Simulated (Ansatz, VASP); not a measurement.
**SnSe: VASP beside Ansatz**

```xyz
8
Lattice="11.4200 0.0000 0.0000 0.0000 4.1900 0.0000 0.0000 0.0000 4.4600" Properties=species:S:1:pos:R:3 pbc="T T T"
Sn    1.4047    1.0475    0.4059
Sn    4.3053    3.1425    2.6359
Sn    7.1147    1.0475    1.8241
Sn   10.0153    3.1425    4.0541
Se    4.0769    1.0475    0.0714
Se    1.6331    3.1425    2.3014
Se    9.7869    1.0475    2.1586
Se    7.3431    3.1425    4.3886
```

Alike in both runs: task single point; functional PBE; k mesh 2 × 6 × 6; no spin polarisation.

|  | VASP | Ansatz |
| --- | --- | --- |
| version | VASP 6.6.1 | Ansatz 0.2.0 |
| potentials or method | VASP PAW PBE potentials, release 64 (Sn_d, Se), cutoff 520 eV | plane waves, PAW |
| occupations | gaussian, width 0.01 eV | fixed |
| valence electrons in the cell | 80 | 120 |

```csv
,VASP,Ansatz,Ansatz less VASP
gap on the k mesh at the Fermi level (eV),0.54,0.54,+0.005
```

VASP's potentials hold 80 valence electrons a cell and Ansatz's 120, so a difference there can come from the potentials and not from the codes.
